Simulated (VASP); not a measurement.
Set up this calculation in VASP 6.6.1, as the native input.

```yaml
Task: relaxation of cell and atoms
Functional: LDA
Potentials_or_basis: VASP PAW LDA potentials, release 64 (Be, S)
Cutoff: 600 eV
k_mesh: 5 × 5 × 5
Occupations: fermi-dirac, width 0.02 eV
Spin: no spin polarisation
Dipole_correction: no
Further_INCAR_settings: ALGO = Normal; EDIFF = 1e-07; IBRION = 2; EDIFFG = -0.01; NSW = 80; ISIF = 3
```

The structure of BeS lies in POSCAR:

```
BeS
1.0
    0.0000000000      2.3993320137      2.3993320137
    2.3993320137      0.0000000000      2.3993320137
    2.3993320137      2.3993320137      0.0000000000
Be S
1 1
Direct
    0.0000000000      0.0000000000      0.0000000000
    0.2500000000      0.2500000000      0.2500000000
```

These files were run (other wordings do the same):

INCAR

```
ALGO     = Normal         # electronic algorithm
EDIFF    = 1E-7           # SCF threshold, eV
EDIFFG   = -0.01          # ionic threshold
ENCUT    = 600            # plane-wave cutoff, eV
GGA_COMPAT= F            
IBRION   = 2              # ionic algorithm
ISIF     = 3              # what is computed and relaxed
ISMEAR   = -1             # smearing method
LASPH    = T              # aspherical terms in the spheres
LCHARG   = F              # write CHGCAR
LREAL    = F              # projectors in reciprocal space
LWAVE    = F              # write WAVECAR
NELM     = 120            # most SCF steps
NELMIN   = 4            
NSW      = 80             # ionic steps
PREC     = Accurate       # precision mode
SIGMA    = 0.02           # smearing width, eV
```

KPOINTS

```
k-points
0
Gamma
  5 5 5
```

Potentials or basis: VASP PAW LDA potentials, release 64 (Be, S).

The run is started by

```console
$ cat potpaw_LDA.64/Be/POTCAR potpaw_LDA.64/S/POTCAR > POTCAR
$ mpirun -np 1 vasp_std > vasp.out
```

It gave:

```json
{"Pressure after relaxing": "0.1 GPa", "Band gap on the k mesh": "3.14 eV, indirect (least direct gap 5.52 eV)"}
```

Caveat: the k points lie up to 0.45 Å⁻¹ apart in the final cell; the relaxation stopped at its first step, so nothing moved.

Run time: 3.8 s on 1 thread of AMD EPYC 7R43 64-Core Processor (Zen 3) (shared host), peak memory 0.1 GiB.
